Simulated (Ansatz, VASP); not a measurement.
# Ag in VASP and in Ansatz

The input INCAR:

```
SYSTEM = Ag
PREC = Accurate
ENCUT = 520
EDIFF = 1E-6
ISMEAR = -1
SIGMA = 0.08
LREAL = .False.
LASPH = .True.
NELM = 60
ALGO = Normal
ISIF = 2
LWAVE = .False.
LCHARG = .False.
LDIPOL = .True.
IDIPOL = 3
DIPOL = 0.5 0.5 0.500
GGA = PE
NBANDS = 24
```

File KPOINTS:

```
regular mesh
0
Gamma
  14 10 1
  0 0 0
```

The input POSCAR:

```
Ag
1.0
    2.9333909037      0.0000000000      0.0000000000
    0.0000000000      4.1484411997      0.0000000000
    0.0000000000      0.0000000000     18.9334000000
Ag
3
Direct
    0.0000000000      0.0000000000      0.4225339637
    0.5000000000      0.5000000000      0.5000000000
    0.0000000000      0.0000000000      0.5774660363
```

Input for Ansatz:

```yaml
crystal:
  lattice:
    - [2.9333909037, 0.0, 0.0]
    - [0.0, 4.1484411997, 0.0]
    - [0.0, 0.0, 18.9334]
  atoms:
    - { symbol: Ag, position: [0.0, 0.0, 0.4225339637] }
    - { symbol: Ag, position: [0.5, 0.5, 0.5] }
    - { symbol: Ag, position: [0.0, 0.0, 0.5774660363] }
kpoints:
  mp_grid: { grid: [14, 10, 1] }
scf:
  occupations: { method: fermi_dirac, width: 0.08 }
hamiltonian:
  xc: pbe
  pseudopotentials: { kind: all_electron, lapw: { basis_error: 0.001 } }
output:
  forces: true
  stress: true
  eigenvalues: true
  populations: true
  dos: { projected: true, de: 0.2, e_range: [-14, 8] }
efield:
  axis: 3
  amplitude: 0
  dipole_correction: true
```

Alike in both runs: task single point; functional PBE; k mesh 14 × 10 × 1; occupations fermi-dirac, width 0.08 eV; no spin polarisation.

```csv
,VASP,Ansatz
version,VASP 6.6.1,Ansatz 0.2.0
potentials or method,"VASP PAW PBE potentials, release 64 (Ag), cutoff 520 eV","all-electron LAPW, scalar-relativistic"
```

VASP gave:

```
rms of the force components (eV/Å) : 0.113
```

**Question.** Estimate Ansatz's values.

**Answer.** rms of the force components (eV/Å): 0.112.

Atom by atom the forces differ by 0.001 eV/Å (rms over components). Ansatz ran all-electron here, and VASP with PAW potentials.
